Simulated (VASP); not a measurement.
# Sr (C2/c) in VASP: single point with RPBE

Aim: the single point of Sr with RPBE.

Program: VASP 6.6.1. These are calculated values, not measurements. Logs are shortened: lines on timing, memory, paths and dates and some standing lists are left out, and cuts for length are marked.

### 1 The cell of the first run

The typed cell holds 2 atoms: a = 5.783 Å, b = 5.783 Å, c = 5.783 Å, α = 97.25°, β = 97.25°, γ = 138.32°.

### 2 Single point, RPBE

Input file INCAR:

```
SYSTEM = Sr
  ALGO = Normal
  EDIFF = 1E-6
  ENCUT = 520
  GGA = RP
  ISIF = 2
  ISMEAR = -1
  ISYM = 0
  LASPH = .TRUE.
  LCHARG = .TRUE.
  LELF = .TRUE.
  LREAL = .FALSE.
  LVHAR = .TRUE.
  LWAVE = .FALSE.
  NBANDS = 17
  NELM = 100
  PREC = Accurate
  SIGMA = 0.1
```

Input file KPOINTS:

```
k-points
0
G
  9 9 6
  0 0 0
```

Input file POSCAR:

```
Sr
1.0
   -3.8212048924      3.8224862479      2.0572107328
    3.8224862479     -3.8212048924      2.0572107328
    3.8220064441      3.8220064441     -2.0548639278
Sr
2
Direct
    0.0000652337      0.9999347663      0.0000000000
    0.7499347663      0.2500652337      0.5000000000
```

Potentials or basis: VASP PAW PBE potentials, release 64 (Sr_sv).

On the command line:

```bash
$ cat potpaw_PBE.64/Sr_sv/POTCAR > POTCAR
$ mpirun -np 1 vasp_std > vasp.out
```

OUTCAR:

```text
SYSTEM = Sr
   EDIFF = 1E-6
   ENCUT = 520
   GGA = RP
   ISIF = 2
   ISMEAR = -1
   ISYM = 0
   LASPH = .TRUE.
   LREAL = .FALSE.
   NELM = 100
   PREC = Accurate

 ion  position               nearest neighbor table
   1  0.000  1.000  0.000-   2 3.96   2 3.96   2 3.96   2 3.96   2 4.91   2 4.91   2 4.91   2 4.91

   2  0.750  0.250  0.500-   1 3.96   1 3.96   1 3.96   1 3.96   1 4.91   1 4.91   1 4.91   1 4.91

IMPORTANT INFORMATION: All symmetrisations will be switched off!
NOSYMM: (Re-)initialisation of all symmetry stuff for point group C_1.

----------------------------------------------------------------------------------------

                                     Primitive cell

  volume of cell :     120.2198

  direct lattice vectors                    reciprocal lattice vectors
    -3.821204892  3.822486248  2.057210733    -0.000088310  0.130738536  0.243006848
     3.822486248 -3.821204892  2.057210733     0.130738536 -0.000088310  0.243006848
     3.822006444  3.822006444 -2.054863928     0.130799438  0.130799438 -0.000081470

  length of vectors
     5.783175939  5.783175939  5.782554131     0.275943655  0.275943655  0.184978357

  position of ions in fractional coordinates (direct lattice)
     0.000065234  0.999934766  0.000000000
     0.749934766  0.250065234  0.500000000

  ion indices of the primitive-cell ions
   primitive index   ion index
                 1           1
                 2           2

----------------------------------------------------------------------------------------

 KPOINTS: k-points

Automatic generation of k-mesh.
 Grid dimensions read from file:
 generate k-points for:    9    9    6

 Generating k-lattice:

  Cartesian coordinates                     Fractional coordinates (reciprocal lattice)
    -0.000009812  0.014526504  0.027000761     0.111111111  0.000000000 -0.000000000
     0.014526504 -0.000009812  0.027000761     0.000000000  0.111111111 -0.000000000
     0.021799906  0.021799906 -0.000013578    -0.000000000 -0.000000000  0.166666667

  Length of vectors
     0.030660406  0.030660406  0.030829726

  Shift w.r.t. Gamma in fractional coordinates (k-lattice)
     0.000000000  0.000000000  0.000000000

 Subroutine IBZKPT returns following result:
 ===========================================

 Found    244 irreducible k-points:

 Following reciprocal coordinates:
            Coordinates               Weight
  0.000000  0.000000  0.000000      1.000000
  0.111111  0.000000  0.000000      2.000000
 -0.000000 -0.111111  0.000000      2.000000
  0.222222  0.000000  0.000000      2.000000
 -0.000000 -0.222222  0.000000      2.000000
  0.333333  0.000000  0.000000      2.000000
[... 16 lines left out ...]
 -0.111111  0.111111  0.000000      2.000000
  0.222222  0.222222  0.000000      2.000000
 [... further k-points ...]
   k-points           NKPTS =    244   k-points in BZ     NKDIM =    244   number of bands    NBANDS=     17
   number of dos      NEDOS =    301   number of ions     NIONS =      2
   total plane-waves  NPLWV = 110592
   dimension x,y,z NGX =    48 NGY =   48 NGZ =   48
   dimension x,y,z NGXF=    96 NGYF=   96 NGZF=   96
   ions per type =               2
   NGX,Y,Z   is equivalent  to a cutoff of  13.80, 13.80, 13.80 a.u.
   NGXF,Y,Z  is equivalent  to a cutoff of  27.60, 27.60, 27.60 a.u.
 SYSTEM =  Sr
   PREC   = accura    normal or accurate (medium, high low for compatibility)
   ISTART =      0    job   : 0-new  1-cont  2-samecut
   ICHARG =      2    charge: 1-file 2-atom 10-const
   ISPIN  =      1    spin polarized calculation?
   LNONCOLLINEAR =      F non collinear calculations
   LSORBIT =      F    spin-orbit coupling
   LASPH  =      T    aspherical Exc in radial PAW
   ENCUT  =  520.0 eV  38.22 Ry    6.18 a.u.  10.75 10.75 10.75*2*pi/ulx,y,z
   NELM   =    100;   NELMIN=  2; NELMDL= -5     # of ELM steps
   EDIFF  = 0.1E-05   stopping-criterion for ELM
   LREAL  =      F    real-space projection
   EDIFFG = 0.1E-04   stopping-criterion for IOM
   NSW    =      0    number of steps for IOM
   IBRION =     -1    ionic relax: 0-MD 1-quasi-New 2-CG
   NFREE  =      0    steps in history (QN), initial steepest desc. (CG)
   ISIF   =      2    stress and relaxation
   ISYM   =      0    0-nonsym 1-usesym 2-fastsym
   POTIM  = 0.5000    time-step for ionic-motion
   TEBEG  =    0.0;   TEEND  =   0.0 temperature during run
   PSTRESS=    0.0 pullay stress
   NELECT =      20.0000    total number of electrons
   NUPDOWN=      -1.0000    fix difference up-down
   EMIN   =  10.00;   EMAX   =-10.00  energy-range for DOS
   EFERMI =   0.00;   METHOD = LEGACY
   ISMEAR =    -1;   SIGMA  =   0.10  broadening in eV -4-tet -1-fermi 0-gaus
   EFERMI_NEDOS =   21; number of points for ismear=-14 and -15
   IALGO  =     38    algorithm
   IMIX   =      4    mixing-type and parameters
     AMIX     =   0.40;   BMIX     =  1.00
     AMIX_MAG =   1.60;   BMIX_MAG =  1.00
  volume/ion in A,a.u.               =      60.11       405.64
  Fermi-wavevector in a.u.,A,eV,Ry     =   0.900381  1.701473 11.030043  0.810685
  Thomas-Fermi vector in A             =   2.023331
   LORBIT       =      0    0 simple, 1 ext, 2 COOP (PROOUT), +10 PAW based schemes
   GGA     = RP    functional components
   LHFCALC =     F    Hartree Fock is set to
   AEXX    =    0.0000 exact exchange contribution
   IVDW    =     0    specifies the selected vdW correction
   LEPSILON=     F    determine dielectric tensor
   LRPA    =     F    only Hartree local field effects (RPA)
 non-spin polarized calculation
  energy-cutoff  :      520.00
  volume of cell :      120.22
 maximum number of plane-waves:      3274
 NGX is ok and might be reduce to    48
   NGX = 21   NGY = 21   NGZ = 21

 number of electron      20.0000000 magnetization

 Free energy of the ion-electron system (eV)
  ---------------------------------------------------
  ext. energy  EPLUGINS =         0.00000000
  ---------------------------------------------------
  free energy    TOTEN  =        -2.46932082 eV

  energy without entropy =       -2.35886077  energy(sigma->0) =       -2.41409080

 E-fermi :   1.2816     XC(G=0):  -6.9696

 val. band max:        1.2805712675   @ k =   0.4444   0.0000   0.5000
 cond. band min:       1.2817806570   @ k =  -0.4444   0.4444   0.3333
 fundamental gap:      0.0012093895
 Fermi energy:         1.2816155829

 k-point     1 :       0.0000    0.0000    0.0000
  band No.  band energies     occupation
      1     -35.6295      2.00000
      2     -35.6041      2.00000
      3     -17.6856      2.00000
      4     -17.6856      2.00000
      5     -17.5186      2.00000
      6     -17.5159      2.00000
[... 9 lines left out ...]
     16       4.7261      0.00000
     17       4.7263      0.00000

 k-point     2 :       0.1111    0.0000    0.0000
  band No.  band energies     occupation
      1     -35.6280      2.00000
      2     -35.6039      2.00000
      3     -17.6841      2.00000
      4     -17.6781      2.00000
      5     -17.5375      2.00000
      6     -17.5331      2.00000
[... 9 lines left out ...]
     16       4.1951      0.00000
     17       4.2510      0.00000

 k-point     3 :      -0.0000   -0.1111    0.0000
  band No.  band energies     occupation
      1     -35.6280      2.00000
      2     -35.6039      2.00000
      3     -17.6841      2.00000
      4     -17.6781      2.00000
      5     -17.5375      2.00000
      6     -17.5331      2.00000
[... 9 lines left out ...]
     16       4.1951      0.00000
     17       4.2510      0.00000

 k-point     4 :       0.2222    0.0000    0.0000
  band No.  band energies     occupation
      1     -35.6241      2.00000
      2     -35.6034      2.00000
      3     -17.6803      2.00000
      4     -17.6604      2.00000
      5     -17.5817      2.00000
      6     -17.5724      2.00000
[... 9 lines left out ...]
     16       3.8001      0.00000
     17       3.8899      0.00000

 k-point     5 :      -0.0000   -0.2222    0.0000
  band No.  band energies     occupation
      1     -35.6241      2.00000
      2     -35.6034      2.00000
      3     -17.6803      2.00000
      4     -17.6604      2.00000
      5     -17.5817      2.00000
      6     -17.5724      2.00000
[... 9 lines left out ...]
     16       3.8001      0.00000
     17       3.8899      0.00000

 k-point     6 :       0.3333    0.0000    0.0000
  band No.  band energies     occupation
      1     -35.6193      2.00000
      2     -35.6033      2.00000
      3     -17.6760      2.00000
      4     -17.6543      2.00000
      5     -17.6296      2.00000
      6     -17.5995      2.00000
[... 9 lines left out ...]
     16       3.6338      0.00000
     17       4.2480      0.00000

 k-point     7 :      -0.0000   -0.3333    0.0000
  band No.  band energies     occupation
      1     -35.6193      2.00000
      2     -35.6033      2.00000
      3     -17.6760      2.00000
      4     -17.6543      2.00000
      5     -17.6296      2.00000
      6     -17.5995      2.00000
[... 9 lines left out ...]
     16       3.6338      0.00000
     17       4.2480      0.00000

 k-point     8 :       0.4444    0.0000    0.0000
  band No.  band energies     occupation
      1     -35.6157      2.00000
      2     -35.6036      2.00000
      3     -17.6748      2.00000
      4     -17.6731      2.00000
      5     -17.6580      2.00000
      6     -17.5872      2.00000
[... 9 lines left out ...]
     16       3.7044      0.00000
     17       4.7423      0.00000
[... 203 lines left out ...]
      1     -35.6222      2.00000
      2     -35.6053      2.00000
      3     -17.6785      2.00000
      4     -17.6417      2.00000
      5     -17.5918      2.00000
      6     -17.5675      2.00000
[... 9 lines left out ...]
     16       3.8072      0.00000
     17       4.1498      0.00000

 k-point    20 :      -0.1111    0.3333    0.0000
  band No.  band energies     occupation
      1     -35.6222      2.00000
      2     -35.6053      2.00000
      3     -17.6785      2.00000
      4     -17.6417      2.00000
      5     -17.5918      2.00000
      6     -17.5675      2.00000
[... 9 lines left out ...]
     16       3.8072      0.00000
     17       4.1498      0.00000

 k-point    21 :      -0.2222    0.1111   -0.0000
  band No.  band energies     occupation
      1     -35.6265      2.00000
      2     -35.6053      2.00000
      3     -17.6811      2.00000
      4     -17.6639      2.00000
      5     -17.5501      2.00000
      6     -17.5324      2.00000
[... 9 lines left out ...]
     16       4.1763      0.00000
     17       4.2802      0.00000

 k-point    22 :      -0.1111    0.2222    0.0000
  band No.  band energies     occupation
      1     -35.6265      2.00000
      2     -35.6053      2.00000
      3     -17.6811      2.00000
      4     -17.6639      2.00000
      5     -17.5501      2.00000
      6     -17.5324      2.00000
[... 9 lines left out ...]
     16       4.1763      0.00000
     17       4.2802      0.00000

 k-point    23 :      -0.1111    0.1111    0.0000
  band No.  band energies     occupation
      1     -35.6287      2.00000
      2     -35.6049      2.00000
      3     -17.6811      2.00000
      4     -17.6810      2.00000
      5     -17.5284      2.00000
      6     -17.5168      2.00000
[... 9 lines left out ...]
     16       4.7411      0.00000
     17       4.7579      0.00000

 k-point    24 :       0.2222    0.2222    0.0000
  band No.  band energies     occupation
      1     -35.6165      2.00000
      2     -35.6028      2.00000
      3     -17.6847      2.00000
      4     -17.6614      2.00000
      5     -17.6426      2.00000
      6     -17.6277      2.00000
[... 9 lines left out ...]
     16       3.7042      0.00000
     17       4.8507      0.00000

 [... further k-points ...]

------------------------ aborting loop because EDIFF is reached ----------------------------------------

  FORCE on cell =-STRESS in cart. coord.  units (eV):
  Direction    XX          YY          ZZ          XY          YZ          ZX
  --------------------------------------------------------------------------------------
  -------------------------------------------------------------------------------------
  Total        0.0084957      0.0084882      0.0150032      0.0034817      0.0031497      0.0031529
  in kB        0.1132222      0.1131225      0.1999492      0.0464012      0.0419758      0.0420194
  external PRESSURE =       0.1420980 kB  Pullay stress =       0.0000000 kB

 VOLUME and BASIS-vectors are now :
 -----------------------------------------------------------------------------
  energy-cutoff  :      520.00
  volume of cell :      120.22
      direct lattice vectors                 reciprocal lattice vectors
    -3.821204892  3.822486248  2.057210733    -0.000088310  0.130738536  0.243006848
     3.822486248 -3.821204892  2.057210733     0.130738536 -0.000088310  0.243006848
     3.822006444  3.822006444 -2.054863928     0.130799438  0.130799438 -0.000081470

 POSITION                                       TOTAL-FORCE (eV/Angst)
 -----------------------------------------------------------------------------------
      3.82199     -3.82071      2.05721         0.000433     -0.000438     -0.000003
      0.00122      3.82207      1.02978        -0.000433      0.000438      0.000003
 -----------------------------------------------------------------------------------
    total drift:                               -0.000003      0.000002     -0.000000

  FREE ENERGIE OF THE ION-ELECTRON SYSTEM (eV)
  ---------------------------------------------------
  free  energy   TOTEN  =        -2.4693208248 eV

  energy  without entropy=       -2.3588607702  energy(sigma->0) =       -2.41409080
```

It took 16 min on 1 thread of Intel Xeon 8259CL, shared host; peak memory 0.61 GiB.

Results:

* Free energy: -2.4693 eV
* Pressure: 0.0 GPa
* Band gap on the k mesh: zero (bands 10 and 11 overlap by 0.67 eV)

Levels at points of the mesh, in eV from the Fermi level:
| k point | band 7 | band 8 | band 9 | band 10 | band 11 | band 12 | band 13 | band 14 |
| --- | --- | --- | --- | --- | --- | --- | --- | --- |
| (0.00, 0.00, 0.00) | -18.79 | -18.79 | -3.35 | -0.24 | 0.64 | 1.11 | 1.67 | 2.34 |
| (0.00, 0.00, 0.50) | -18.79 | -18.79 | -1.86 | -1.86 | 1.07 | 1.07 | 1.50 | 1.50 |

Caveat: the PAW data sets were made with another functional, which shifts forces and pressure a little.
